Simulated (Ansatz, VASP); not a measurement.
## Zr: VASP beside Ansatz

POSCAR

```
Zr
1.0
    3.2445832200      0.0000000000      0.0000000000
   -1.6222916100      2.8098914932      0.0000000000
    0.0000000000      0.0000000000      5.1573641137
Zr
2
Direct
    0.3333333333      0.6666666667      0.2500000000
    0.6666666667      0.3333333333      0.7500000000
```

The input INCAR.step1:

```
PREC = Accurate
ENCUT = 520
ISMEAR = -1
SIGMA = 0.6
LREAL = F
LASPH = T
NELM = 60
NBANDS = 19
GGA = PE
ALGO = Normal
EDIFF = 1E-4
LWAVE = T
LCHARG = F
```

File INCAR.step2:

```
PREC = Accurate
ENCUT = 520
EDIFF = 1E-7
ISMEAR = -1
SIGMA = 0.6
LREAL = F
LASPH = T
NELM = 60
ALGO = Normal
ISIF = 2
LWAVE = F
LCHARG = F
METAGGA = R2SCAN
LMIXTAU = T
NBANDS = 19
ISTART = 1
```

File KPOINTS:

```
Automatic mesh
0
Gamma
  11 11 6
```

Input for Ansatz:

```yaml
crystal:
  lattice:
    - [3.24458322, 0.0, 0.0]
    - [-1.62229161, 2.8098914932, 0.0]
    - [0.0, 0.0, 5.1573641137]
  atoms:
    - { symbol: Zr, position: [0.3333333333, 0.6666666667, 0.25] }
    - { symbol: Zr, position: [0.6666666667, 0.3333333333, 0.75] }
hamiltonian:
  xc: r2scan
  pseudopotentials:
    kind: paw
    azcp:
      Zr: "pseudopotentials/Zr.paw.azcp"
basis:
  ecutwfc: 500
  fft_grid_basis: typed
kpoints:
  mp_grid: { grid: [11, 11, 6], shift: [0, 0, 0] }
magnetization:
  spin_polarized: false
scf:
  occupations: { method: fermi_dirac, width: 0.6 }
  lower_state_search: "off"
output:
  stress: true
```

Alike in both runs: task single point; functional r2SCAN; k mesh 11 × 11 × 6; occupations fermi-dirac, width 0.6 eV; no spin polarisation.

|  | VASP | Ansatz |
| --- | --- | --- |
| version | VASP 6.6.1 | Ansatz 0.2.0 |
| potentials or method | VASP PAW PBE potentials, release 64 (Zr_sv), cutoff 520 eV | plane waves (500 eV) with PAW, scalar-relativistic |
| valence electrons in the cell | 24 | 24 |

```tsv
	VASP	Ansatz	Ansatz less VASP
pressure (GPa)	4.6	4.6	0.00
traceless stress, the component that is largest in VASP (GPa)	1.81	1.81	-0.001
```

VASP's potentials were made for PBE, not for r2SCAN. With one functional, cell and mesh, what is left measures potentials, basis and numerics.
